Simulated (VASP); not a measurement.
Crystal: Pt.

```
CELL_PARAMETERS angstrom
2.76067 0.00000 0.00000
-1.38033 2.39081 0.00000
0.00000 0.00000 4.79213
ATOMIC_POSITIONS crystal
Pt 0.66667 0.33333 0.75000
Pt 0.33333 0.66667 0.25000
```

Base run:

```yaml
Program: VASP 6.6.1
Functional: r2SCAN
Potentials_or_basis: VASP PAW PBE potentials, release 64 (Pt)
Cutoff: 520 eV
k_mesh: 9 × 9 × 5
Occupations: fermi-dirac, width 0.1 eV
Spin: no spin polarisation
```

Its results: band gap on the k mesh zero (band 10 reaches 10.47 eV, above the bottom of band 11 at 9.37 eV); pressure -5.9 GPa.

Task: After a change of settings the same cell gave: band gap on the k mesh zero (band 10 reaches 10.15 eV, above the bottom of band 11 at 9.55 eV); pressure -4.1 GPa. Which change was it?
A. k mesh from 9 × 9 × 5 to 3 × 3 × 2
B. potentials or basis from VASP PAW PBE potentials, release 64 (Pt) to VASP PAW PBE potentials, release 64 (Pt_sv_GW); cutoff from 520 eV to 550 eV; further incar settings from ALGO = Normal; EDIFF = 1e-06; NBANDS = 17 to ALGO = Normal; EDIFF = 1e-06; NBANDS = 25; valence electrons from 20 to 36
C. k mesh from 9 × 9 × 5 to 5 × 5 × 3
D. k mesh from 9 × 9 × 5 to 7 × 7 × 4; further incar settings from ALGO = Normal; EDIFF = 1e-06; NBANDS = 17 to ALGO = Normal; EDIFF = 1e-07; NBANDS = 17

Result: C.

Caveats: some runs use coarse meshes; the PAW data sets were made with another functional, which shifts forces and pressure a little; spin-orbit coupling is left out, which moves the levels of the heavy elements.
